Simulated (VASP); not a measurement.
# Pd: single point with PBEsol

Pd:

```xyz
1
Lattice="0.0000 1.9935 1.9449 1.9935 0.0000 1.9449 1.9935 1.9935 0.0000" Properties=species:S:1:pos:R:3 pbc="T T T"
Pd    0.0000    0.0000    0.0000
```

This cell differs from its parent crystal: strain +0.025 along x and y, +0.000 along z.

```
Program                : VASP 6.6.1
Task                   : single point
Functional             : PBEsol
Potentials or basis    : VASP PAW PBE potentials, release 64 (Pd)
Cutoff                 : 520 eV
k mesh                 : 20 × 20 × 20
Occupations            : gaussian, width 0.15 eV
Spin                   : no spin polarisation
Dipole correction      : no
Further INCAR settings : ALGO = Fast; EDIFF = 1e-07; NBANDS = 11
```

* Pressure: -10.6 GPa
* Band gap on the k mesh: zero (bands 5 and 6 overlap by 1.51 eV)

Stress tensor (GPa, compression positive):
```
-10.94   0.00   0.00
  0.00 -10.94   0.00
  0.00   0.00  -9.89
```

Levels at points of the mesh, in eV from the Fermi level:
```
           k point  band 2  band 3  band 4  band 5  band 6  band 7  band 8  band 9
(0.00, 0.00, 0.00)   -2.72   -2.72   -2.50   -1.25   -1.03   17.11   21.42   21.42
(0.50, 0.00, 0.00)   -2.79   -2.58   -0.07    0.03    1.03    6.90   16.42   20.29
(0.50, 0.50, 0.00)   -4.76   -0.05    0.27    0.27    3.58   10.67   12.56   12.56
(0.50, 0.00, 0.50)   -4.76   -0.05    0.19    0.33    3.11   10.02   12.96   13.08
```

Run time: 3.6 min on 1 thread of Intel Xeon 8259CL, with other jobs on the host, peak memory 0.23 GiB.

Caveat: the cell differs from its parent crystal (strain +0.025 along x and y, +0.000 along z); the cell stands under tension; the PAW data sets were made with another functional, which shifts forces and pressure a little.
